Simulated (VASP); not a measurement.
Wanted: the native input for a VASP 6.6.1 run.

| Property | Result |
| --- | --- |
| Task | single point |
| Functional | PBE |
| Potentials or basis | VASP PAW PBE potentials, release 64 (Zn, Se) |
| Cutoff | 520 eV |
| k mesh | 5 × 5 × 5 |
| Occupations | gaussian, width 0.01 eV |
| Spin | no spin polarisation |
| Dipole correction | no |
| Further INCAR settings | ALGO = Normal; EDIFF = 1e-07; NBANDS = 16 |

The structure of ZnSe (Stilleite) lies in POSCAR:

```
ZnSe
1.0
    0.0000000000      2.8525674344      2.8525674344
    2.8525674344      0.0000000000      2.8525674344
    2.8525674344      2.8525674344      0.0000000000
Zn Se
1 1
Direct
    0.0000000000      0.0000000000      0.0000000000
    0.2500000000      0.2500000000      0.2500000000
```

These files were run (other wordings do the same):

INCAR

```
PREC     = Accurate       # precision mode
ENCUT    = 520            # plane-wave cutoff, eV
EDIFF    = 1E-7           # SCF threshold, eV
ISMEAR   = 0              # smearing method
SIGMA    = 0.01           # smearing width, eV
LREAL    = False          # projectors in reciprocal space
LASPH    = True           # aspherical terms in the spheres
NELM     = 80             # most SCF steps
ALGO     = Normal         # electronic algorithm
ISIF     = 2              # what is computed and relaxed
LWAVE    = False          # write WAVECAR
LCHARG   = True           # write CHGCAR
GGA      = PE             # functional
LELF     = True           # ELF
LVHAR    = True         
NBANDS   = 16             # bands
```

KPOINTS

```
regular mesh
0
Gamma
  5 5 5
```

Potentials or basis: VASP PAW PBE potentials, release 64 (Zn, Se).

The run is started by

```sh
$ cat potpaw_PBE.64/Zn/POTCAR potpaw_PBE.64/Se/POTCAR > POTCAR
$ mpirun -np 1 vasp_std > vasp.out
```

It gave:

```
Pressure               : 1.2 GPa
Band gap on the k mesh : 1.21 eV, direct
```

Run time: 17 s on 1 thread of AMD EPYC 7R13 (shared host), peak memory 0.13 GiB.
